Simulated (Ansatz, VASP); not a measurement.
## Two plane-wave programs on CdSe

The input POSCAR:

```
CdSe
1.0
    4.3399219990      0.0000000000      0.0000000000
   -2.1699609995      3.7584827016      0.0000000000
    0.0000000000      0.0000000000      7.0783849700
Cd Se
2 2
Direct
    0.3333333333      0.6666666667     -0.0464863241
    0.6666666667      0.3333333333      0.4535136759
    0.3333333333      0.6666666667      0.4224863241
    0.6666666667      0.3333333333      0.9224863241
```

Contents of INCAR.step1:

```
  PREC = Accurate
  ENCUT = 520
  ISMEAR = 0
  SIGMA = 0.01
  LREAL = F
  LASPH = T
  NELM = 80
  NBANDS = 26
  GGA = PE
  ALGO = Normal
  EDIFF = 1E-4
  LWAVE = T
  LCHARG = F
```

The input INCAR.step2:

```
  PREC = Accurate
  ENCUT = 520
  EDIFF = 1E-7
  ISMEAR = 0
  SIGMA = 0.01
  LREAL = F
  LASPH = T
  NELM = 80
  ALGO = Normal
  ISIF = 2
  LWAVE = F
  LCHARG = T
  METAGGA = R2SCAN
  LMIXTAU = T
  LELF = T
  LVHAR = T
  NBANDS = 26
  ISTART = 1
```

File KPOINTS:

```
Automatic mesh
0
Gamma
  9 9 4
```

Input for Ansatz:

```yaml
crystal:
  lattice:
    - [4.339921999, 0.0, 0.0]
    - [-2.1699609995, 3.7584827016, 0.0]
    - [0.0, 0.0, 7.07838497]
  atoms:
    - { symbol: Cd, position: [0.3333333333, 0.6666666667, -0.0464863241] }
    - { symbol: Cd, position: [0.6666666667, 0.3333333333, 0.4535136759] }
    - { symbol: Se, position: [0.3333333333, 0.6666666667, 0.4224863241] }
    - { symbol: Se, position: [0.6666666667, 0.3333333333, 0.9224863241] }
basis:
  ecutwfc: 500
  xc_grid: 2
kpoints:
  mp_grid: { grid: [9, 9, 4] }
hamiltonian:
  xc: r2scan
  pseudopotentials: { kind: paw, azcp: { folder: soft_1 } }
scf:
  occupations: { method: fixed }
output:
  forces: true
  stress: true
  eigenvalues: true
  polarization: {}
```

Change from the starting cell: polar distortion scaled by 0.25.

Alike in both runs: task single point; functional r2SCAN; k mesh 9 × 9 × 4; no spin polarisation.

|  | VASP | Ansatz |
| --- | --- | --- |
| version | VASP 6.6.1 | Ansatz 0.2.0 |
| potentials or method | VASP PAW PBE potentials, release 64 (Cd, Se), cutoff 520 eV | scalar-relativistic, plane waves, PAW |
| occupations | gaussian, width 0.01 eV | fixed |
| valence electrons in the cell | 36 | 72 |

|  | VASP | Ansatz | Ansatz less VASP |
| --- | --- | --- | --- |
| gap on the k mesh at the Fermi level (eV) | 1.40 | 1.39 | -0.002 |
| least direct gap on the mesh (eV) | 1.40 | 1.39 | -0.002 |
| pressure (GPa) | 3.4 | 3.1 | -0.32 |
| traceless stress, the component that is largest in VASP (GPa) | -5.62 | -5.38 | +0.242 |
| rms of the force components (eV/Å) | 0.251 | 0.245 | -0.0061 |

VASP's potentials were made for PBE, not for r2SCAN. Atom by atom the forces differ by 0.006 eV/Å (rms over components). VASP's potentials hold 36 valence electrons a cell and Ansatz's 72, so a difference there can come from the potentials and not from the codes.
